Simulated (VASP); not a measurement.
# TaN (P6_3mc) in VASP: single point with PBE

Aim: the single point of TaN with PBE.

Program: VASP 6.6.1. These are calculated values, not measurements. Logs are shortened: lines on timing, memory, paths and dates and some standing lists are left out, and cuts for length are marked.

### 1 The cell of the first run

The structure is hexagonal, space group P6_3mc (No. 186). The conventional cell has a = 3.152 Å, b = 3.152 Å, c = 6.104 Å, α = 90.00°, β = 90.00°, γ = 120.00°. Ta (site symmetry 3m) has 4 N at 1.98 to 2.11 Å within 2.6 Å. Within 2.6 Å of N (site symmetry 3m) lie 4 Ta at 1.98 to 2.11 Å.

### 2 Single point, PBE

The input, INCAR:

```
PREC = Accurate
ENCUT = 700
EDIFF = 1E-6
ISMEAR = 0
SIGMA = 0.1
LREAL = False
LASPH = True
NELM = 120
ALGO = Normal
ISIF = 2
LWAVE = False
LCHARG = False
GGA = PE
NBANDS = 26
GGA_COMPAT = False
```

The input, KPOINTS:

```
regular mesh
0
Gamma
  18 18 8
```

The input, POSCAR:

```
TaN
1.0
    3.1519948682      0.0000000000      0.0000000000
   -1.5759974341      2.7297076284      0.0000000000
    0.0000000000      0.0000000000      6.1042941299
Ta N
2 2
Direct
    0.3333333333      0.6666666667      0.0255206440
    0.6666666667      0.3333333333      0.5255206440
    0.3333333333      0.6666666667      0.3494793560
    0.6666666667      0.3333333333      0.8494793560
```

Potentials or basis: VASP PAW PBE potentials, release 64 (Ta_sv_GW, N).

Run with:

```console
> cat potpaw_PBE.64/Ta_sv_GW/POTCAR potpaw_PBE.64/N/POTCAR > POTCAR
> mpirun -np 1 vasp_std > vasp.out
```

OUTCAR:

```text
PREC = Accurate
   ENCUT = 700
   EDIFF = 1E-6
   ISMEAR = 0
   LREAL = False
   LASPH = True
   NELM = 120
   ISIF = 2
   GGA = PE

 ion  position               nearest neighbor table
   1  0.333  0.667  0.026-   3 1.98   4 2.11   4 2.11   4 2.11
   2  0.667  0.333  0.526-   4 1.98   3 2.11   3 2.11   3 2.11
   3  0.333  0.667  0.349-   1 1.98   2 2.11   2 2.11   2 2.11
   4  0.667  0.333  0.849-   2 1.98   1 2.11   1 2.11   1 2.11

  LATTYP: Found a hexagonal cell.
 ALAT       =     3.1519948682
 C/A-ratio  =     1.9366446917

  Lattice vectors:

 A1 = (   3.1519948682,   0.0000000000,   0.0000000000)
 A2 = (  -1.5759974341,   2.7297076284,   0.0000000000)
 A3 = (   0.0000000000,   0.0000000000,   6.1042941299)

Analysis of symmetry for initial positions (statically):
=====================================================================
 Subroutine PRICEL returns:
 Original cell was already a primitive cell.

 Routine SETGRP: Setting up the symmetry group for a
 hexagonal supercell.

 Subroutine GETGRP returns: Found 12 space group operations
 (whereof  6 operations were pure point group operations)
 out of a pool of 24 trial point group operations.

The static configuration has the point symmetry C_3v.
 The point group associated with its full space group is C_6v.

Analysis of symmetry for dynamics (positions and initial velocities):
=====================================================================
 Subroutine PRICEL returns:
 Original cell was already a primitive cell.

 Routine SETGRP: Setting up the symmetry group for a
 hexagonal supercell.

 Subroutine GETGRP returns: Found 12 space group operations
 (whereof  6 operations were pure point group operations)
 out of a pool of 24 trial point group operations.

The dynamic configuration has the point symmetry C_3v.
 The point group associated with its full space group is C_6v.

 Subroutine INISYM returns: Found 12 space group operations
 (whereof  6 operations are pure point group operations),
 and found     1 'primitive' translations

----------------------------------------------------------------------------------------

                                     Primitive cell

  volume of cell :      52.5215

  direct lattice vectors                    reciprocal lattice vectors
     3.151994868  0.000000000  0.000000000     0.317259400  0.183169800  0.000000000
    -1.575997434  2.729707628  0.000000000     0.000000000  0.366339600  0.000000000
     0.000000000  0.000000000  6.104294130     0.000000000  0.000000000  0.163819105

  length of vectors
     3.151994868  3.151994868  6.104294130     0.366339600  0.366339600  0.163819105

  position of ions in fractional coordinates (direct lattice)
     0.333333333  0.666666667  0.025520644
     0.666666667  0.333333333  0.525520644
     0.333333333  0.666666667  0.349479356
     0.666666667  0.333333333  0.849479356

  ion indices of the primitive-cell ions
   primitive index   ion index
                 1           1
                 2           2
                 3           3
                 4           4

----------------------------------------------------------------------------------------

 KPOINTS: regular mesh

Automatic generation of k-mesh.
 Grid dimensions read from file:
 generate k-points for:   18   18    8

 Generating k-lattice:

  Cartesian coordinates                     Fractional coordinates (reciprocal lattice)
     0.017625522  0.010176100  0.000000000     0.055555556  0.000000000  0.000000000
     0.000000000  0.020352200  0.000000000     0.000000000  0.055555556  0.000000000
     0.000000000  0.000000000  0.020477388     0.000000000  0.000000000  0.125000000

  Length of vectors
     0.020352200  0.020352200  0.020477388

  Shift w.r.t. Gamma in fractional coordinates (k-lattice)
     0.000000000  0.000000000  0.000000000

 Subroutine IBZKPT returns following result:
 ===========================================

 Found    185 irreducible k-points:

 Following reciprocal coordinates:
            Coordinates               Weight
  0.000000  0.000000  0.000000      1.000000
  0.055556  0.000000  0.000000      6.000000
  0.111111  0.000000  0.000000      6.000000
  0.166667  0.000000  0.000000      6.000000
  0.222222  0.000000  0.000000      6.000000
  0.277778  0.000000  0.000000      6.000000
[... 16 lines left out ...]
  0.333333  0.111111  0.000000     12.000000
  0.388889  0.111111  0.000000     12.000000
 [... further k-points ...]
   k-points           NKPTS =    185   k-points in BZ     NKDIM =    185   number of bands    NBANDS=     26
   number of dos      NEDOS =    301   number of ions     NIONS =      4
   total plane-waves  NPLWV =  42336
   dimension x,y,z NGX =    28 NGY =   28 NGZ =   54
   dimension x,y,z NGXF=    56 NGYF=   56 NGZF=  108
   ions per type =               2   2
   NGX,Y,Z   is equivalent  to a cutoff of  14.77, 14.77, 14.71 a.u.
   NGXF,Y,Z  is equivalent  to a cutoff of  29.54, 29.54, 29.41 a.u.
 SYSTEM =  unknown system
   PREC   = accura    normal or accurate (medium, high low for compatibility)
   ISTART =      0    job   : 0-new  1-cont  2-samecut
   ICHARG =      2    charge: 1-file 2-atom 10-const
   ISPIN  =      1    spin polarized calculation?
   LNONCOLLINEAR =      F non collinear calculations
   LSORBIT =      F    spin-orbit coupling
   LASPH  =      T    aspherical Exc in radial PAW
   ENCUT  =  700.0 eV  51.45 Ry    7.17 a.u.   6.80  6.80 13.17*2*pi/ulx,y,z
   NELM   =    120;   NELMIN=  2; NELMDL= -5     # of ELM steps
   EDIFF  = 0.1E-05   stopping-criterion for ELM
   LREAL  =      F    real-space projection
   EDIFFG = 0.1E-04   stopping-criterion for IOM
   NSW    =      0    number of steps for IOM
   IBRION =     -1    ionic relax: 0-MD 1-quasi-New 2-CG
   NFREE  =      0    steps in history (QN), initial steepest desc. (CG)
   ISIF   =      2    stress and relaxation
   ISYM   =      2    0-nonsym 1-usesym 2-fastsym
   POTIM  = 0.5000    time-step for ionic-motion
   TEBEG  =    0.0;   TEEND  =   0.0 temperature during run
   PSTRESS=    0.0 pullay stress
   NELECT =      36.0000    total number of electrons
   NUPDOWN=      -1.0000    fix difference up-down
   EMIN   =  10.00;   EMAX   =-10.00  energy-range for DOS
   EFERMI =   0.00;   METHOD = LEGACY
   ISMEAR =     0;   SIGMA  =   0.10  broadening in eV -4-tet -1-fermi 0-gaus
   EFERMI_NEDOS =   21; number of points for ismear=-14 and -15
   IALGO  =     38    algorithm
   IMIX   =      4    mixing-type and parameters
     AMIX     =   0.40;   BMIX     =  1.00
     AMIX_MAG =   1.60;   BMIX_MAG =  1.00
  volume/ion in A,a.u.               =      13.13        88.61
  Fermi-wavevector in a.u.,A,eV,Ry     =   1.443433  2.727693 28.347723  2.083499
  Thomas-Fermi vector in A             =   2.561841
   LORBIT       =      0    0 simple, 1 ext, 2 COOP (PROOUT), +10 PAW based schemes
   GGA     = PE    functional components
   LHFCALC =     F    Hartree Fock is set to
   AEXX    =    0.0000 exact exchange contribution
   IVDW    =     0    specifies the selected vdW correction
   LEPSILON=     F    determine dielectric tensor
   LRPA    =     F    only Hartree local field effects (RPA)
 non-spin polarized calculation
 Gauss-broadening in eV      SIGMA  =   0.10
  energy-cutoff  :      700.00
  volume of cell :       52.52
 maximum number of plane-waves:      2236
 NGX is ok and might be reduce to    28
   NGX = 13   NGY = 13   NGZ = 27

 number of electron      36.0000001 magnetization

 Free energy of the ion-electron system (eV)
  ---------------------------------------------------
  ext. energy  EPLUGINS =         0.00000000
  ---------------------------------------------------
  free energy    TOTEN  =       -48.42451618 eV

  energy without entropy =      -48.42070549  energy(sigma->0) =      -48.42261083

 E-fermi :   9.8892     XC(G=0): -12.3793

 val. band max:        9.8411430749   @ k =   0.3333   0.2778   0.1250
 cond. band min:       9.8958485086   @ k =   0.0556   0.0000   0.3750
 fundamental gap:      0.0547054337
 Fermi energy:         9.8891792300

 k-point     1 :       0.0000    0.0000    0.0000
  band No.  band energies     occupation
      1     -58.9157      2.00000
      2     -58.9060      2.00000
      3     -25.7199      2.00000
      4     -25.3930      2.00000
      5     -25.1508      2.00000
      6     -25.1508      2.00000
[... 18 lines left out ...]
     25      14.9623      0.00000
     26      16.3788      0.00000

 k-point     2 :       0.0556    0.0000    0.0000
  band No.  band energies     occupation
      1     -58.9148      2.00000
      2     -58.9052      2.00000
      3     -25.7153      2.00000
      4     -25.3926      2.00000
      5     -25.1670      2.00000
      6     -25.1548      2.00000
[... 18 lines left out ...]
     25      15.1702      0.00000
     26      16.1430      0.00000

 k-point     3 :       0.1111    0.0000    0.0000
  band No.  band energies     occupation
      1     -58.9120      2.00000
      2     -58.9028      2.00000
      3     -25.7019      2.00000
      4     -25.3916      2.00000
      5     -25.2135      2.00000
      6     -25.1884      2.00000
[... 18 lines left out ...]
     25      15.7267      0.00000
     26      15.8588      0.00000

 k-point     4 :       0.1667    0.0000    0.0000
  band No.  band energies     occupation
      1     -58.9077      2.00000
      2     -58.8991      2.00000
      3     -25.6811      2.00000
      4     -25.3908      2.00000
      5     -25.2838      2.00000
      6     -25.2609      2.00000
[... 18 lines left out ...]
     25      15.6036      0.00000
     26      16.5099      0.00000
[... 496 lines left out ...]
      1     -58.8898      2.00000
      2     -58.8846      2.00000
      3     -25.6046      2.00000
      4     -25.5342      2.00000
      5     -25.5092      2.00000
      6     -25.3967      2.00000
[... 18 lines left out ...]
     25      15.4972      0.00000
     26      16.2205      0.00000

 k-point    23 :       0.3333    0.1111    0.0000
  band No.  band energies     occupation
      1     -58.8855      2.00000
      2     -58.8814      2.00000
      3     -25.6258      2.00000
      4     -25.5876      2.00000
      5     -25.5226      2.00000
      6     -25.4042      2.00000
[... 18 lines left out ...]
     25      15.5574      0.00000
     26      15.7391      0.00000

 k-point    24 :       0.3889    0.1111    0.0000
  band No.  band energies     occupation
      1     -58.8826      2.00000
      2     -58.8794      2.00000
      3     -25.6568      2.00000
      4     -25.6225      2.00000
      5     -25.5104      2.00000
      6     -25.4122      2.00000
[... 18 lines left out ...]
     25      15.0718      0.00000
     26      15.8278      0.00000

 [... further k-points ...]
[... 5 lines left out ...]
  --------------------------------------------------------------------------------------
  -------------------------------------------------------------------------------------
  Total       -0.0410962     -0.0410962      0.0467485      0.0000000     -0.0000000      0.0000000
  in kB       -1.2536453     -1.2536453      1.4260719      0.0000000     -0.0000000      0.0000000
  external PRESSURE =      -0.3604063 kB  Pullay stress =       0.0000000 kB

 VOLUME and BASIS-vectors are now :
 -----------------------------------------------------------------------------
  energy-cutoff  :      700.00
  volume of cell :       52.52
      direct lattice vectors                 reciprocal lattice vectors
     3.151994868  0.000000000  0.000000000     0.317259400  0.183169800  0.000000000
    -1.575997434  2.729707628  0.000000000     0.000000000  0.366339600  0.000000000
     0.000000000  0.000000000  6.104294130     0.000000000  0.000000000  0.163819105

 POSITION                                       TOTAL-FORCE (eV/Angst)
 -----------------------------------------------------------------------------------
     -0.00000      1.81981      0.15579        -0.000000      0.000000     -0.007403
      1.57600      0.90990      3.20793         0.000000     -0.000000     -0.007403
     -0.00000      1.81981      2.13332        -0.000000     -0.000000      0.007403
      1.57600      0.90990      5.18547        -0.000000      0.000000      0.007403
 -----------------------------------------------------------------------------------
    total drift:                               -0.000001      0.000000     -0.000676

  FREE ENERGIE OF THE ION-ELECTRON SYSTEM (eV)
  ---------------------------------------------------
  free  energy   TOTEN  =       -48.4245161779 eV

  energy  without entropy=      -48.4207054894  energy(sigma->0) =      -48.42261083
```

Wall time 9.6 min (1 thread of Intel Xeon Platinum 8259CL at 2.50GHz (Skylake/Cascade Lake), shared host); peak memory 0.46 GiB.

Results:

- Free energy: -48.4245 eV
- Pressure: 0.0 GPa
- Largest force: 0.007 eV/Å
- Band gap on the k mesh: zero (bands 18 and 19 overlap by 0.42 eV)

Forces on the atoms (eV/Å):
```
Ta   0.000  0.000 -0.007
Ta   0.000  0.000 -0.007
N    0.000  0.000  0.007
N    0.000  0.000  0.007
```

Stress tensor (GPa, compression positive):
```
-0.13  0.00  0.00
 0.00 -0.13  0.00
 0.00  0.00  0.14
```

Levels at points of the mesh, in eV from the Fermi level:
```tsv
k point	band 16	band 17	band 18	band 19	band 20	band 21
(0.00, 0.00, 0.00)	-4.47	-0.86	-0.70	0.15	0.15	2.17
(0.50, 0.00, 0.00)	-3.67	-2.28	-0.50	1.17	2.14	2.63
(0.00, 0.00, 0.50)	-4.95	0.18	0.18	0.97	0.97	0.97
(0.50, 0.00, 0.50)	-4.75	-0.92	-0.92	1.47	1.47	3.27
```

Caveat: spin-orbit coupling is left out, which moves the levels of the heavy elements.

The gap in the log of VASP goes by the Fermi energy; the results here count the filled bands.